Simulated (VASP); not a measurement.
# C (Cmc2_1) in VASP: single point with LDA

Aim: the single point of C with LDA.

The COD entry that gives the cell may itself be a prediction, so a difference from it is no test against experiment.

Everything below comes from runs of VASP 6.6.1. Logs are shortened: lines on timing, memory, paths and dates and some standing lists are left out, and cuts for length are marked.

**1. The cell of the first run**

It takes space group Cmc2_1 (No. 36, orthorhombic). The conventional cell has a = 2.490 Å, b = 4.312 Å, c = 8.214 Å, α = 90.00°, β = 90.00°, γ = 90.00°. Within 2.0 Å of C (site symmetry m) lie 4 C at 1.52 to 1.55 Å. C (site symmetry m) has 4 C at 1.51 to 1.54 Å within 2.0 Å. C (site symmetry m) has 4 C at 1.52 to 1.56 Å within 2.0 Å. C (site symmetry m) has 4 C at 1.51 to 1.56 Å within 2.0 Å.

**2. Single point, LDA (mode 4 frozen in at +0.000 Å and mode 5 at -0.114 Å (largest displacements))**

INCAR reads:

```
ALGO = Normal
EDIFF = 1E-6
ENCUT = 520
GGA = CA
ISIF = 2
ISMEAR = 0
LASPH = True
LCHARG = True
LELF = True
LREAL = False
LVHAR = True
LWAVE = False
NBANDS = 26
NELM = 100
PREC = Accurate
SIGMA = 0.05
```

KPOINTS reads:

```
k-points
0
Gamma
  12 12 4
```

POSCAR reads:

```
C
1.0
    2.4896249417      0.0000000000      0.0000000000
   -1.2448124708      2.1560784454      0.0000000000
    0.0000000000      0.0000000000      8.2142660865
C
8
Direct
   -0.0264368860     -0.0528737719      0.0929365318
    0.0264368860      0.0528737719      0.5929365318
    0.0264368860      0.0528737719      0.4070634682
   -0.0264368860     -0.0528737719      0.9070634682
    0.3114295426      0.6228590851      0.1555443640
    0.6885704574      0.3771409149      0.6555443640
    0.3552371241      0.7104742482      0.3444556360
    0.6447628759      0.2895257518      0.8444556360
```

Potentials or basis: VASP PAW LDA potentials, release 64 (C).

Started as:

```
> cat potpaw_LDA.64/C/POTCAR > POTCAR
> mpirun -np 1 vasp_std > vasp.out
```

OUTCAR:

```text
EDIFF = 1E-6
   ENCUT = 520
   GGA = CA
   ISIF = 2
   ISMEAR = 0
   LASPH = True
   LREAL = False
   NELM = 100
   PREC = Accurate

 ion  position               nearest neighbor table
   1  0.974  0.947  0.093-   5 1.52   5 1.52   4 1.53   5 1.55
   2  0.026  0.053  0.593-   6 1.52   6 1.52   3 1.53   6 1.55
   3  0.026  0.053  0.407-   7 1.51   2 1.53   7 1.54   7 1.54
   4  0.974  0.947  0.907-   8 1.51   1 1.53   8 1.54   8 1.54
   5  0.311  0.623  0.156-   1 1.52   1 1.52   1 1.55   7 1.56
   6  0.689  0.377  0.656-   2 1.52   2 1.52   2 1.55   8 1.56
   7  0.355  0.710  0.344-   3 1.51   3 1.54   3 1.54   5 1.56
   8  0.645  0.290  0.844-   4 1.51   4 1.54   4 1.54   6 1.56

  LATTYP: Found a hexagonal cell.
 ALAT       =     2.4896249417
 C/A-ratio  =     3.2993990175

  Lattice vectors:

 A1 = (   2.4896249417,   0.0000000000,   0.0000000000)
 A2 = (  -1.2448124708,   2.1560784454,   0.0000000000)
 A3 = (   0.0000000000,   0.0000000000,   8.2142660865)

Analysis of symmetry for initial positions (statically):
=====================================================================
 Subroutine PRICEL returns:
 Original cell was already a primitive cell.

 Routine SETGRP: Setting up the symmetry group for a
 hexagonal supercell.

 Subroutine GETGRP returns: Found  4 space group operations
 (whereof  2 operations were pure point group operations)
 out of a pool of 24 trial point group operations.

The static configuration has the point symmetry C_1h.
 The point group associated with its full space group is C_2v.

Analysis of symmetry for dynamics (positions and initial velocities):
=====================================================================
 Subroutine PRICEL returns:
 Original cell was already a primitive cell.

 Routine SETGRP: Setting up the symmetry group for a
 hexagonal supercell.

 Subroutine GETGRP returns: Found  4 space group operations
 (whereof  2 operations were pure point group operations)
 out of a pool of 24 trial point group operations.

The dynamic configuration has the point symmetry C_1h.
 The point group associated with its full space group is C_2v.

 Subroutine INISYM returns: Found  4 space group operations
 (whereof  2 operations are pure point group operations),
 and found     1 'primitive' translations

----------------------------------------------------------------------------------------

                                     Primitive cell

  volume of cell :      44.0928

  direct lattice vectors                    reciprocal lattice vectors
     2.489624942  0.000000000  0.000000000     0.401666927  0.231902508  0.000000000
    -1.244812471  2.156078445  0.000000000     0.000000000  0.463805017  0.000000000
     0.000000000  0.000000000  8.214266087     0.000000000  0.000000000  0.121739421

  length of vectors
     2.489624942  2.489624942  8.214266087     0.463805017  0.463805017  0.121739421

  position of ions in fractional coordinates (direct lattice)
     0.973563114  0.947126228  0.092936532
     0.026436886  0.052873772  0.592936532
     0.026436886  0.052873772  0.407063468
     0.973563114  0.947126228  0.907063468
     0.311429543  0.622859085  0.155544364
     0.688570457  0.377140915  0.655544364
     0.355237124  0.710474248  0.344455636
     0.644762876  0.289525752  0.844455636

  ion indices of the primitive-cell ions
   primitive index   ion index
                 1           1
                 2           2
                 3           3
                 4           4
                 5           5
                 6           6
                 7           7
                 8           8

----------------------------------------------------------------------------------------

 KPOINTS: k-points

Automatic generation of k-mesh.
 Grid dimensions read from file:
 generate k-points for:   12   12    4

 Generating k-lattice:

  Cartesian coordinates                     Fractional coordinates (reciprocal lattice)
     0.033472244  0.019325209  0.000000000     0.083333333 -0.000000000  0.000000000
     0.000000000  0.038650418  0.000000000     0.000000000  0.083333333  0.000000000
     0.000000000  0.000000000  0.030434855     0.000000000  0.000000000  0.250000000

  Length of vectors
     0.038650418  0.038650418  0.030434855

  Shift w.r.t. Gamma in fractional coordinates (k-lattice)
     0.000000000  0.000000000  0.000000000

 Subroutine IBZKPT returns following result:
 ===========================================

 Found    129 irreducible k-points:

 Following reciprocal coordinates:
            Coordinates               Weight
  0.000000  0.000000  0.000000      1.000000
  0.083333  0.000000  0.000000      4.000000
  0.000000  0.083333  0.000000      2.000000
  0.166667  0.000000  0.000000      4.000000
  0.000000  0.166667  0.000000      2.000000
  0.250000  0.000000  0.000000      4.000000
[... 16 lines left out ...]
 -0.083333  0.416667  0.000000      4.000000
 -0.416667  0.333333  0.000000      4.000000
 [... further k-points ...]
   k-points           NKPTS =    129   k-points in BZ     NKDIM =    129   number of bands    NBANDS=     26
   number of dos      NEDOS =    301   number of ions     NIONS =      8
   total plane-waves  NPLWV =  25600
   dimension x,y,z NGX =    20 NGY =   20 NGZ =   64
   dimension x,y,z NGXF=    40 NGYF=   40 NGZF=  128
   ions per type =               8
   NGX,Y,Z   is equivalent  to a cutoff of  13.36, 13.36, 12.95 a.u.
   NGXF,Y,Z  is equivalent  to a cutoff of  26.71, 26.71, 25.91 a.u.
 SYSTEM =  unknown system
   PREC   = accura    normal or accurate (medium, high low for compatibility)
   ISTART =      0    job   : 0-new  1-cont  2-samecut
   ICHARG =      2    charge: 1-file 2-atom 10-const
   ISPIN  =      1    spin polarized calculation?
   LNONCOLLINEAR =      F non collinear calculations
   LSORBIT =      F    spin-orbit coupling
   LASPH  =      T    aspherical Exc in radial PAW
   ENCUT  =  520.0 eV  38.22 Ry    6.18 a.u.   4.63  4.63 15.27*2*pi/ulx,y,z
   NELM   =    100;   NELMIN=  2; NELMDL= -5     # of ELM steps
   EDIFF  = 0.1E-05   stopping-criterion for ELM
   LREAL  =      F    real-space projection
   EDIFFG = 0.1E-04   stopping-criterion for IOM
   NSW    =      0    number of steps for IOM
   IBRION =     -1    ionic relax: 0-MD 1-quasi-New 2-CG
   NFREE  =      0    steps in history (QN), initial steepest desc. (CG)
   ISIF   =      2    stress and relaxation
   ISYM   =      2    0-nonsym 1-usesym 2-fastsym
   POTIM  = 0.5000    time-step for ionic-motion
   TEBEG  =    0.0;   TEEND  =   0.0 temperature during run
   PSTRESS=    0.0 pullay stress
   NELECT =      32.0000    total number of electrons
   NUPDOWN=      -1.0000    fix difference up-down
   EMIN   =  10.00;   EMAX   =-10.00  energy-range for DOS
   EFERMI =   0.00;   METHOD = LEGACY
   ISMEAR =     0;   SIGMA  =   0.05  broadening in eV -4-tet -1-fermi 0-gaus
   EFERMI_NEDOS =   21; number of points for ismear=-14 and -15
   IALGO  =     38    algorithm
   IMIX   =      4    mixing-type and parameters
     AMIX     =   0.40;   BMIX     =  1.00
     AMIX_MAG =   1.60;   BMIX_MAG =  1.00
  volume/ion in A,a.u.               =       5.51        37.19
  Fermi-wavevector in a.u.,A,eV,Ry     =   1.471191  2.780148 29.448492  2.164403
  Thomas-Fermi vector in A             =   2.586357
   LORBIT       =      0    0 simple, 1 ext, 2 COOP (PROOUT), +10 PAW based schemes
   GGA     = CA    functional components
   LHFCALC =     F    Hartree Fock is set to
   AEXX    =    0.0000 exact exchange contribution
   IVDW    =     0    specifies the selected vdW correction
   LEPSILON=     F    determine dielectric tensor
   LRPA    =     F    only Hartree local field effects (RPA)
 non-spin polarized calculation
 Gauss-broadening in eV      SIGMA  =   0.05
  energy-cutoff  :      520.00
  volume of cell :       44.09
 maximum number of plane-waves:      1204
   NGX =  9   NGY =  9   NGZ = 31

 number of electron      31.9999997 magnetization

 Free energy of the ion-electron system (eV)
  ---------------------------------------------------
  ext. energy  EPLUGINS =         0.00000000
  ---------------------------------------------------
  free energy    TOTEN  =       -80.60788032 eV

  energy without entropy =      -80.60788032  energy(sigma->0) =      -80.60788032

 E-fermi :  10.4657     XC(G=0): -13.6409

 val. band max:       10.2641532462   @ k =   0.0000   0.0000   0.0000
 cond. band min:      14.8092716062   @ k =   0.0000   0.4167   0.0000
 fundamental gap:      4.5451183599
 Fermi energy:        10.4657483471

 k-point     1 :       0.0000    0.0000    0.0000
  band No.  band energies     occupation
      1     -11.5677      2.00000
      2      -9.9001      2.00000
      3      -9.7804      2.00000
      4      -5.6810      2.00000
      5      -3.5198      2.00000
      6       3.3317      2.00000
[... 18 lines left out ...]
     25      18.7747      0.00000
     26      19.3483      0.00000

 k-point     2 :       0.0833    0.0000    0.0000
  band No.  band energies     occupation
      1     -11.3927      2.00000
      2      -9.7276      2.00000
      3      -9.6085      2.00000
      4      -5.5266      2.00000
      5      -3.3536      2.00000
      6       3.4218      2.00000
[... 18 lines left out ...]
     25      19.1768      0.00000
     26      19.6214      0.00000

 k-point     3 :       0.0000    0.0833    0.0000
  band No.  band energies     occupation
      1     -11.3927      2.00000
      2      -9.7276      2.00000
      3      -9.6085      2.00000
      4      -5.5267      2.00000
      5      -3.3534      2.00000
      6       3.4218      2.00000
[... 18 lines left out ...]
     25      19.1548      0.00000
     26      19.5752      0.00000

 k-point     4 :       0.1667    0.0000    0.0000
  band No.  band energies     occupation
      1     -10.8691      2.00000
      2      -9.2121      2.00000
      3      -9.0952      2.00000
      4      -5.0655      2.00000
      5      -2.8659      2.00000
      6       3.6194      2.00000
[... 18 lines left out ...]
     25      19.9122      0.00000
     26      20.8382      0.00000

 k-point     5 :       0.0000    0.1667    0.0000
  band No.  band energies     occupation
      1     -10.8691      2.00000
      2      -9.2122      2.00000
      3      -9.0950      2.00000
      4      -5.0659      2.00000
      5      -2.8649      2.00000
      6       3.6192      2.00000
[... 18 lines left out ...]
     25      19.8274      0.00000
     26      20.9722      0.00000

 k-point     6 :       0.2500    0.0000    0.0000
  band No.  band energies     occupation
      1     -10.0032      2.00000
      2      -8.3603      2.00000
      3      -8.2484      2.00000
      4      -4.3049      2.00000
      5      -2.1056      2.00000
      6       1.9442      2.00000
[... 427 lines left out ...]
 k-point    21 :      -0.3333    0.2500    0.0000
  band No.  band energies     occupation
      1      -9.3175      2.00000
      2      -7.6869      2.00000
      3      -7.5806      2.00000
      4      -3.7059      2.00000
      5      -1.5907      2.00000
      6       0.8270      2.00000
[... 18 lines left out ...]
     25      21.3134      0.00000
     26      21.5448      0.00000

 k-point    22 :       0.3333    0.0833    0.0000
  band No.  band energies     occupation
      1      -7.9729      2.00000
      2      -6.3727      2.00000
      3      -6.2908      2.00000
      4      -2.5788      2.00000
      5      -1.9529      2.00000
      6      -0.6964      2.00000
[... 18 lines left out ...]
     25      21.8463      0.00000
     26      22.3147      0.00000

 k-point    23 :      -0.0833    0.4167    0.0000
  band No.  band energies     occupation
      1      -7.9719      2.00000
      2      -6.3787      2.00000
      3      -6.2838      2.00000
      4      -2.5911      2.00000
      5      -1.9462      2.00000
      6      -0.7297      2.00000
[... 18 lines left out ...]
     25      21.8112      0.00000
     26      22.4587      0.00000

 k-point    24 :      -0.4167    0.3333    0.0000
  band No.  band energies     occupation
      1      -7.9730      2.00000
      2      -6.3738      2.00000
      3      -6.2898      2.00000
      4      -2.5790      2.00000
      5      -1.9511      2.00000
      6      -0.7079      2.00000
[... 18 lines left out ...]
     25      21.8431      0.00000
     26      22.3188      0.00000

 [... further k-points ...]

------------------------ aborting loop because EDIFF is reached ----------------------------------------

  FORCE on cell =-STRESS in cart. coord.  units (eV):
  Direction    XX          YY          ZZ          XY          YZ          ZX
  --------------------------------------------------------------------------------------
  -------------------------------------------------------------------------------------
  Total        0.6787992      0.1921809      0.5977203      0.0000000      0.0000000      0.0000000
  in kB       24.6652003      6.9831836     21.7190761      0.0000000      0.0000000      0.0000000
  external PRESSURE =      17.7891534 kB  Pullay stress =       0.0000000 kB

 VOLUME and BASIS-vectors are now :
 -----------------------------------------------------------------------------
  energy-cutoff  :      520.00
  volume of cell :       44.09
      direct lattice vectors                 reciprocal lattice vectors
     2.489624942  0.000000000  0.000000000     0.401666927  0.231902508  0.000000000
    -1.244812471  2.156078445  0.000000000     0.000000000  0.463805017  0.000000000
     0.000000000  0.000000000  8.214266087     0.000000000  0.000000000  0.121739421

 POSITION                                       TOTAL-FORCE (eV/Angst)
 -----------------------------------------------------------------------------------
      1.24481      2.04208      0.76341         0.000000      0.751434      0.006844
      0.00000      0.11400      4.87054        -0.000000     -0.751434      0.006844
      0.00000      0.11400      3.34373        -0.000000     -0.829599     -0.004275
      1.24481      2.04208      7.45086         0.000000      0.829599     -0.004275
      0.00000      1.34293      1.27768         0.000000      0.690582      0.038137
      1.24481      0.81315      5.38482        -0.000000     -0.690582      0.038137
      0.00000      1.53184      2.82945        -0.000000     -0.583622     -0.040706
      1.24481      0.62424      6.93658         0.000000      0.583622     -0.040706
 -----------------------------------------------------------------------------------
    total drift:                               -0.000000      0.000000     -0.000012

  FREE ENERGIE OF THE ION-ELECTRON SYSTEM (eV)
  ---------------------------------------------------
  free  energy   TOTEN  =       -80.6078803165 eV

  energy  without entropy=      -80.6078803165  energy(sigma->0) =      -80.60788032
```

It took 2.2 min on 1 thread of Intel Xeon Platinum 8259CL at 2.50GHz (Skylake/Cascade Lake), shared host; peak memory 0.21 GiB.

Results:

* Free energy: -80.6079 eV
* Pressure: 1.8 GPa
* Largest force: 0.830 eV/Å
* Band gap on the k mesh: 4.55 eV, indirect (least direct gap 5.36 eV)

Forces in eV/Å, atoms in the order of the input:
```
C    0.000  0.751  0.007
C    0.000 -0.751  0.007
C    0.000 -0.830 -0.004
C    0.000  0.830 -0.004
C    0.000  0.691  0.038
C    0.000 -0.691  0.038
C    0.000 -0.584 -0.041
C    0.000  0.584 -0.041
```

Caveat: the cell differs from its parent crystal (mode 4 frozen in at +0.000 Å and mode 5 at -0.114 Å (largest displacements)).
